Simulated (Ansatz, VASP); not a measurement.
# One calculation of Sn, two programs

```
Sn
1.0
     3.37728    0.00000    0.00000
    -1.68864    2.92481    0.00000
     0.00000    0.00000    5.61502
Sn
2
Direct
  0.33333 0.66667 0.25000
  0.66667 0.33333 0.75000
```

Alike in both runs: task single point; functional PBE; k mesh 12 × 12 × 7; occupations fermi-dirac, width 0.1 eV; no spin polarisation.

|  | VASP | Ansatz |
| --- | --- | --- |
| version | VASP 6.6.1 | Ansatz 0.2.0 |
| potentials or method | VASP PAW PBE potentials, release 64 (Sn_d), cutoff 520 eV | plane waves (420 eV) with PAW, scalar-relativistic |
| valence electrons in the cell | 28 | 28 |

|  | VASP | Ansatz | Ansatz less VASP |
| --- | --- | --- | --- |
| pressure (GPa) | 0.0 | 0.1 | +0.08 |
| traceless stress, the component that is largest in VASP (GPa) | -0.76 | -0.77 | -0.001 |
